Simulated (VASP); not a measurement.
# AlCo (Pm-3m) in VASP: further runs

AlCo is run at these levels: PBEsol, LDA; tasks: single point.

Program: VASP 6.6.1. These are calculated values, not measurements. Logs are shortened: lines on timing, memory, paths and dates and some standing lists are left out, and cuts for length are marked.

## (1) The cell of the first run

The structure is cubic, space group Pm-3m (No. 221). Conventional cell: a = 2.819 Å, b = 2.819 Å, c = 2.819 Å, α = 90.00°, β = 90.00°, γ = 90.00°. Within 3.2 Å of Co (site symmetry m-3m) lie 8 Al at 2.44 Å and 6 Co at 2.82 Å. Al (site symmetry m-3m) has 8 Co at 2.44 Å and 6 Al at 2.82 Å within 3.2 Å.

## (2) Single point, PBEsol, collinear spin, ferromagnetic start

Contents of INCAR:

```
SYSTEM = AlCo
PREC     = Accurate       ! precision mode
ENCUT    = 520            ! plane-wave cutoff, eV
EDIFF    = 1E-7           ! SCF threshold, eV
ISMEAR   = -1             ! smearing method
SIGMA    = 0.05           ! smearing width, eV
LREAL    = .FALSE.        ! projectors in reciprocal space
LASPH    = .TRUE.         ! aspherical terms in the spheres
NELM     = 150            ! most SCF steps
ALGO     = Normal         ! electronic algorithm
ISIF     = 2              ! what is computed and relaxed
LWAVE    = .FALSE.        ! write WAVECAR
LCHARG   = .FALSE.        ! write CHGCAR
ISPIN    = 2              ! spin polarisation
MAGMOM   = 4 0            ! initial moments
LORBIT   = 11             ! projections on sites
NUPDOWN  = 4.0            ! fixed moment
LMAXMIX  = 4              ! l up to which the mixer works
GGA      = PS             ! functional
NBANDS   = 17             ! bands
```

Contents of KPOINTS:

```
Automatic mesh
0
G
  8 8 8
  0 0 0
```

Contents of POSCAR:

```
AlCo
1.0
    2.8194032100      0.0000000000      0.0000000000
    0.0000000000      2.8194032100      0.0000000000
    0.0000000000      0.0000000000      2.8194032100
Co Al
1 1
Direct
    0.5000000000      0.5000000000      0.5000000000
    0.0000000000      0.0000000000      0.0000000000
```

Potentials or basis: VASP PAW PBE potentials, release 64 (Co, Al).

Run with:

```sh
$ cat potpaw_PBE.64/Co/POTCAR potpaw_PBE.64/Al/POTCAR > POTCAR
$ mpirun -np 1 vasp_std > vasp.out
```

OUTCAR:

```text
SYSTEM = AlCo
   PREC = Accurate
   ENCUT = 520
   EDIFF = 1E-7
   ISMEAR = -1
   LREAL = .FALSE.
   LASPH = .TRUE.
   NELM = 150
   ISIF = 2
   ISPIN = 2
   LORBIT = 11
   NUPDOWN = 4.0
   GGA = PS

 ion  position               nearest neighbor table
   1  0.500  0.500  0.500-   2 2.44   2 2.44   2 2.44   2 2.44   2 2.44   2 2.44   2 2.44   2 2.44

   2  0.000  0.000  0.000-   1 2.44   1 2.44   1 2.44   1 2.44   1 2.44   1 2.44   1 2.44   1 2.44

  LATTYP: Found a simple cubic cell.
 ALAT       =     2.8194032100

  Lattice vectors:

 A1 = (   2.8194032100,   0.0000000000,   0.0000000000)
 A2 = (   0.0000000000,   2.8194032100,   0.0000000000)
 A3 = (   0.0000000000,   0.0000000000,   2.8194032100)

Analysis of symmetry for initial positions (statically):
=====================================================================
 Subroutine PRICEL returns:
 Original cell was already a primitive cell.

 Routine SETGRP: Setting up the symmetry group for a
 simple cubic supercell.

 Subroutine GETGRP returns: Found 48 space group operations
 (whereof 48 operations were pure point group operations)
 out of a pool of 48 trial point group operations.

The static configuration has the point symmetry O_h .

Analysis of symmetry for dynamics (positions and initial velocities):
=====================================================================
 Subroutine PRICEL returns:
 Original cell was already a primitive cell.

 Routine SETGRP: Setting up the symmetry group for a
 simple cubic supercell.

 Subroutine GETGRP returns: Found 48 space group operations
 (whereof 48 operations were pure point group operations)
 out of a pool of 48 trial point group operations.

The dynamic configuration has the point symmetry O_h .

Analysis of structural, dynamic, and magnetic symmetry:
=====================================================================
 Subroutine PRICEL returns:
 Original cell was already a primitive cell.

 Routine SETGRP: Setting up the symmetry group for a
 simple cubic supercell.

 Subroutine GETGRP returns: Found 48 space group operations
 (whereof 48 operations were pure point group operations)
 out of a pool of 48 trial point group operations.

The overall configuration has the point symmetry O_h .

 Subroutine INISYM returns: Found 48 space group operations
 (whereof 48 operations are pure point group operations),
 and found     1 'primitive' translations

----------------------------------------------------------------------------------------

                                     Primitive cell

  volume of cell :      22.4115

  direct lattice vectors                    reciprocal lattice vectors
     2.819403210  0.000000000  0.000000000     0.354684990  0.000000000  0.000000000
     0.000000000  2.819403210  0.000000000     0.000000000  0.354684990  0.000000000
     0.000000000  0.000000000  2.819403210     0.000000000  0.000000000  0.354684990

  length of vectors
     2.819403210  2.819403210  2.819403210     0.354684990  0.354684990  0.354684990

  position of ions in fractional coordinates (direct lattice)
     0.500000000  0.500000000  0.500000000
     0.000000000  0.000000000  0.000000000

  ion indices of the primitive-cell ions
   primitive index   ion index
                 1           1
                 2           2

----------------------------------------------------------------------------------------

 KPOINTS: Automatic mesh

Automatic generation of k-mesh.
 Grid dimensions read from file:
 generate k-points for:    8    8    8

 Generating k-lattice:

  Cartesian coordinates                     Fractional coordinates (reciprocal lattice)
     0.044335624  0.000000000  0.000000000     0.125000000  0.000000000  0.000000000
     0.000000000  0.044335624  0.000000000     0.000000000  0.125000000  0.000000000
     0.000000000  0.000000000  0.044335624     0.000000000  0.000000000  0.125000000

  Length of vectors
     0.044335624  0.044335624  0.044335624

  Shift w.r.t. Gamma in fractional coordinates (k-lattice)
     0.000000000  0.000000000  0.000000000

 Subroutine IBZKPT returns following result:
 ===========================================

 Found     35 irreducible k-points:

 Following reciprocal coordinates:
            Coordinates               Weight
  0.000000  0.000000  0.000000      1.000000
  0.125000  0.000000  0.000000      6.000000
  0.250000  0.000000  0.000000      6.000000
  0.375000  0.000000  0.000000      6.000000
  0.500000  0.000000  0.000000      3.000000
  0.125000  0.125000  0.000000     12.000000
[... 16 lines left out ...]
  0.375000  0.375000  0.125000     24.000000
  0.500000  0.375000  0.125000     24.000000
 [... further k-points ...]
   k-points           NKPTS =     35   k-points in BZ     NKDIM =     35   number of bands    NBANDS=     17
   number of dos      NEDOS =    301   number of ions     NIONS =      2
   total plane-waves  NPLWV =  13824
   dimension x,y,z NGX =    24 NGY =   24 NGZ =   24
   dimension x,y,z NGXF=    48 NGYF=   48 NGZF=   48
   ions per type =               1   1
   NGX,Y,Z   is equivalent  to a cutoff of  14.15, 14.15, 14.15 a.u.
   NGXF,Y,Z  is equivalent  to a cutoff of  28.30, 28.30, 28.30 a.u.
 SYSTEM =  AlCo
   PREC   = accura    normal or accurate (medium, high low for compatibility)
   ISTART =      0    job   : 0-new  1-cont  2-samecut
   ICHARG =      2    charge: 1-file 2-atom 10-const
   ISPIN  =      2    spin polarized calculation?
   LNONCOLLINEAR =      F non collinear calculations
   LSORBIT =      F    spin-orbit coupling
   LASPH  =      T    aspherical Exc in radial PAW
   ENCUT  =  520.0 eV  38.22 Ry    6.18 a.u.   5.24  5.24  5.24*2*pi/ulx,y,z
   NELM   =    150;   NELMIN=  2; NELMDL= -5     # of ELM steps
   EDIFF  = 0.1E-06   stopping-criterion for ELM
   LREAL  =      F    real-space projection
   EDIFFG = 0.1E-05   stopping-criterion for IOM
   NSW    =      0    number of steps for IOM
   IBRION =     -1    ionic relax: 0-MD 1-quasi-New 2-CG
   NFREE  =      0    steps in history (QN), initial steepest desc. (CG)
   ISIF   =      2    stress and relaxation
   ISYM   =      2    0-nonsym 1-usesym 2-fastsym
   POTIM  = 0.5000    time-step for ionic-motion
   TEBEG  =    0.0;   TEEND  =   0.0 temperature during run
   PSTRESS=    0.0 pullay stress
   NELECT =      12.0000    total number of electrons
   NUPDOWN=       4.0000    fix difference up-down
   EMIN   =  10.00;   EMAX   =-10.00  energy-range for DOS
   EFERMI =   0.00;   METHOD = LEGACY
   ISMEAR =    -1;   SIGMA  =   0.05  broadening in eV -4-tet -1-fermi 0-gaus
   EFERMI_NEDOS =   21; number of points for ismear=-14 and -15
   IALGO  =     38    algorithm
   IMIX   =      4    mixing-type and parameters
     AMIX     =   0.40;   BMIX     =  1.00
     AMIX_MAG =   1.60;   BMIX_MAG =  1.00
  volume/ion in A,a.u.               =      11.21        75.62
  Fermi-wavevector in a.u.,A,eV,Ry     =   1.329366  2.512138 24.044423  1.767215
  Thomas-Fermi vector in A             =   2.458534
   LORBIT       =     11    0 simple, 1 ext, 2 COOP (PROOUT), +10 PAW based schemes
   GGA     = PS    functional components
   LHFCALC =     F    Hartree Fock is set to
   AEXX    =    0.0000 exact exchange contribution
   IVDW    =     0    specifies the selected vdW correction
   LEPSILON=     F    determine dielectric tensor
   LRPA    =     F    only Hartree local field effects (RPA)
 spin polarized calculation
  energy-cutoff  :      520.00
  volume of cell :       22.41
 maximum number of plane-waves:       624
 NGX is ok and might be reduce to    24
   NGX = 11   NGY = 11   NGZ = 11

 number of electron      11.9999994 magnetization       3.9999998

 Free energy of the ion-electron system (eV)
  ---------------------------------------------------
  ext. energy  EPLUGINS =         0.00000000
  ---------------------------------------------------
  free energy    TOTEN  =        -7.14745465 eV

  energy without entropy =       -7.12466971  energy(sigma->0) =       -7.13606218

 E-fermi :   9.1284     XC(G=0): -12.5607

 val. band max:       15.3601832890   @ k =   0.2500   0.1250   0.0000
 cond. band min:       9.1318106299   @ k =   0.5000   0.3750   0.0000
 fundamental gap:     -6.2283726591
 Fermi energy:        15.4344309202

 spin component 1

 k-point     1 :       0.0000    0.0000    0.0000
  band No.  band energies     occupation
      1      -0.9172      1.00000
      2       5.3780      1.00000
      3       5.3780      1.00000
      4       6.8891      1.00000
      5       6.8891      1.00000
      6       6.8891      1.00000
[... 9 lines left out ...]
     16      34.3450      0.00000
     17      34.3450      0.00000

 k-point     2 :       0.1250    0.0000    0.0000
  band No.  band energies     occupation
      1      -0.6143      1.00000
      2       5.4205      1.00000
      3       5.4341      1.00000
      4       6.7837      1.00000
      5       6.7837      1.00000
      6       6.9013      1.00000
[... 9 lines left out ...]
     16      32.4038      0.00000
     17      34.1631      0.00000

 k-point     3 :       0.2500    0.0000    0.0000
  band No.  band energies     occupation
      1       0.2736      1.00000
      2       5.4205      1.00000
      3       5.5731      1.00000
      4       6.5446      1.00000
      5       6.5446      1.00000
      6       6.9310      1.00000
[... 392 lines left out ...]
 k-point    23 :       0.3750    0.3750    0.1250
  band No.  band energies     occupation
      1       3.6508      1.00000
      2       5.2657      1.00000
      3       5.9414      1.00000
      4       6.1538      1.00000
      5       6.8748      1.00000
      6       7.0088      1.00000
[... 9 lines left out ...]
     16      32.6610      0.00000
     17      33.8610      0.00000

 k-point    24 :       0.5000    0.3750    0.1250
  band No.  band energies     occupation
      1       3.9971      1.00000
      2       5.3650      1.00000
      3       5.8636      1.00000
      4       6.1228      1.00000
      5       6.9766      1.00000
      6       7.9619      1.00000
[... 9 lines left out ...]
     16      32.3950      0.00000
     17      35.7425      0.00000

 [... further k-points ...]

 spin component 2

 k-point     1 :       0.0000    0.0000    0.0000
  band No.  band energies     occupation
      1       0.3498      1.00000
      2       7.6602      1.00000
      3       7.6603      1.00000
      4       9.7901      0.00000
      5       9.7901      0.00000
      6       9.7901      0.00000
[... 9 lines left out ...]
     16      35.5611      0.00000
     17      35.5611      0.00000

 k-point     2 :       0.1250    0.0000    0.0000
  band No.  band energies     occupation
      1       0.6530      1.00000
      2       7.6683      1.00000
      3       7.7314      1.00000
      4       9.6555      0.00003
      5       9.6555      0.00003
      6       9.8050      0.00000
[... 9 lines left out ...]
     16      33.8397      0.00000
     17      35.3971      0.00000

 k-point     3 :       0.2500    0.0000    0.0000
  band No.  band energies     occupation
      1       1.5436      1.00000
      2       7.4888      1.00000
      3       7.9090      1.00000
      4       9.3577      0.01009
      5       9.3577      0.01009
      6       9.8411      0.00000
[... 392 lines left out ...]
 k-point    23 :       0.3750    0.3750    0.1250
  band No.  band energies     occupation
      1       5.2439      1.00000
      2       7.3557      1.00000
      3       8.1747      1.00000
      4       8.6809      0.99987
      5       9.4197      0.00294
      6       9.4458      0.00175
[... 9 lines left out ...]
     16      33.9147      0.00000
     17      35.0304      0.00000

 k-point    24 :       0.5000    0.3750    0.1250
  band No.  band energies     occupation
      1       5.9155      1.00000
      2       7.1647      1.00000
      3       8.2286      1.00000
      4       8.5604      0.99999
      5       9.4653      0.00118
      6       9.9488      0.00000
[... 9 lines left out ...]
     16      33.5924      0.00000
     17      36.8778      0.00000

 [... further k-points ...]
[... 5 lines left out ...]
  --------------------------------------------------------------------------------------
  -------------------------------------------------------------------------------------
  Total        8.7717681      8.7717681      8.7717681      0.0000000     -0.0000000      0.0000000
  in kB      627.0846269    627.0846269    627.0846269      0.0000000     -0.0000000      0.0000000
  external PRESSURE =     627.0846269 kB  Pullay stress =       0.0000000 kB

 VOLUME and BASIS-vectors are now :
 -----------------------------------------------------------------------------
  energy-cutoff  :      520.00
  volume of cell :       22.41
      direct lattice vectors                 reciprocal lattice vectors
     2.819403210  0.000000000  0.000000000     0.354684990  0.000000000  0.000000000
     0.000000000  2.819403210  0.000000000     0.000000000  0.354684990  0.000000000
     0.000000000  0.000000000  2.819403210     0.000000000  0.000000000  0.354684990

 POSITION                                       TOTAL-FORCE (eV/Angst)
 -----------------------------------------------------------------------------------
      1.40970      1.40970      1.40970         0.000000      0.000000      0.000000
      0.00000      0.00000      0.00000         0.000000      0.000000      0.000000
 -----------------------------------------------------------------------------------
    total drift:                                0.000000     -0.000000     -0.000000

  FREE ENERGIE OF THE ION-ELECTRON SYSTEM (eV)
  ---------------------------------------------------
  free  energy   TOTEN  =        -7.1474546533 eV

  energy  without entropy=       -7.1246697115  energy(sigma->0) =       -7.13606218

 total charge

# of ion       s       p       d       tot
------------------------------------------
    1        0.555   0.677   7.034   8.265
    2        0.455   0.475   0.000   0.931
--------------------------------------------------
tot          1.010   1.152   7.034   9.196

 magnetization (x)

# of ion       s       p       d       tot
------------------------------------------
    1        0.145   0.285   2.584   3.014
    2        0.096   0.152   0.000   0.248
--------------------------------------------------
tot          0.242   0.437   2.584   3.263
```

Run time: 21 s. Hardware: 1 thread of AMD EPYC 9R14 (Zen 4), shared host; peak memory 0.13 GiB.

Results:

- Free energy: -7.1475 eV
- Pressure: 62.7 GPa
- Net moment: 4.00 μB per cell
- Site moments: Co +3.01; Al +0.25 μB
- Valence electrons inside the program's atomic spheres: Co 8.27; Al 0.93

Caveat: the PAW data sets were made with another functional, which shifts forces and pressure a little; the total moment is fixed, so each spin has its own Fermi level.

## (3) Single point, LDA, collinear spin, ferromagnetic start

This run uses another cell than the first one, of 10.53 Å³/atom, 0.940 times its volume.

Contents of INCAR:

```
SYSTEM = AlCo
ALGO = Normal ; EDIFF = 1E-6
ENCUT = 520 ; ISIF = 2
ISMEAR = -1 ; ISPIN = 2
LASPH = .True. ; LCHARG = .False.
LMAXMIX = 4 ; LORBIT = 11
LREAL = .False. ; LWAVE = .False.
MAGMOM = 2 0 ; NBANDS = 17
NELM = 150 ; PREC = Accurate
SIGMA = 0.05
```

Contents of KPOINTS:

```
k-points
0
Gamma
  9 9 9
  0 0 0
```

Contents of POSCAR:

```
AlCo
1.0
    2.7618482194      0.0000000000      0.0000000000
    0.0000000000      2.7618482194      0.0000000000
    0.0000000000      0.0000000000      2.7618482194
Co Al
1 1
Direct
    0.5000000000      0.5000000000      0.5000000000
    0.0000000000      0.0000000000      0.0000000000
```

Potentials or basis: VASP PAW LDA potentials, release 64 (Co, Al).

Run with:

```sh
$ cat potpaw_LDA.64/Co/POTCAR potpaw_LDA.64/Al/POTCAR > POTCAR
$ mpirun -np 1 vasp_std > vasp.out
```

It took 8.9 s on 1 thread of Intel Xeon 6975P-C, shared host; peak memory 0.15 GiB.

Results (log left out):

```
Free energy                                           : -13.6972 eV
Pressure                                              : 8.1 GPa
Band gap on the k mesh                                : zero (filled and empty bands overlap)
Net moment                                            : 0.00 μB per cell
Valence electrons inside the program's atomic spheres : Co 8.67; Al 0.89
```

Levels at points of the mesh, in eV from the Fermi level:
Spin up:
| k point | band 2 | band 3 | band 4 | band 5 | band 6 | band 7 | band 8 | band 9 | band 10 | band 11 |
| --- | --- | --- | --- | --- | --- | --- | --- | --- | --- | --- |
| (0.00, 0.00, 0.00) | -3.42 | -3.42 | -0.90 | -0.90 | -0.90 | 6.45 | 6.45 | 6.45 | 9.23 | 9.23 |
Spin down:
```tsv
k point	band 4	band 5	band 6	band 7	band 8	band 9
(0.00, 0.00, 0.00)	-0.90	-0.90	-0.90	6.45	6.45	6.45
```

Caveat: the starting moments collapsed, and a magnetic state may lie lower.

## (4) Single point, LDA, collinear spin, ferromagnetic start

This run uses another cell than the first one, of 10.98 Å³/atom, 0.980 times its volume.

Contents of INCAR:

```
SYSTEM = AlCo
PREC = Accurate ; ENCUT = 520
EDIFF = 1E-6 ; ISMEAR = -1
SIGMA = 0.05 ; LREAL = .FALSE.
LASPH = .TRUE. ; NELM = 150
ALGO = Normal ; ISIF = 2
LWAVE = .FALSE. ; LCHARG = .FALSE.
ISPIN = 2 ; MAGMOM = 2 0
LORBIT = 11 ; LMAXMIX = 4
NBANDS = 17
```

Contents of KPOINTS:

```
Automatic mesh
0
G
  9 9 9
  0 0 0
```

Contents of POSCAR:

```
AlCo
1.0
    2.8004804707      0.0000000000      0.0000000000
    0.0000000000      2.8004804707      0.0000000000
    0.0000000000      0.0000000000      2.8004804707
Co Al
1 1
Direct
    0.5000000000      0.5000000000      0.5000000000
    0.0000000000      0.0000000000      0.0000000000
```

Run with:

```sh
$ cat potpaw_LDA.64/Co/POTCAR potpaw_LDA.64/Al/POTCAR > POTCAR
$ mpirun -np 1 vasp_std > vasp.out
```

It took 10 s on 1 thread of Intel Xeon 6975P-C, shared host; peak memory 0.15 GiB.

Results (log left out):

* Free energy: -13.7156 eV
* Pressure: -1.2 GPa
* Band gap on the k mesh: zero (filled and empty bands overlap)
* Net moment: 0.00 μB per cell
* Valence electrons inside the program's atomic spheres: Co 8.58; Al 0.86

Levels at points of the mesh, in eV from the Fermi level:
Spin up:
| k point | band 3 | band 4 | band 5 | band 6 | band 7 | band 8 | band 9 | band 10 |
| --- | --- | --- | --- | --- | --- | --- | --- | --- |
| (0.00, 0.00, 0.00) | -3.20 | -0.84 | -0.84 | -0.84 | 6.24 | 6.24 | 6.24 | 9.07 |
Spin down:
```tsv
k point	band 3	band 4	band 5	band 6	band 7	band 8	band 9	band 10
(0.00, 0.00, 0.00)	-3.20	-0.84	-0.84	-0.84	6.24	6.24	6.24	9.07
```

Caveat: the starting moments collapsed, and a magnetic state may lie lower.

[end of part 1 of 2]
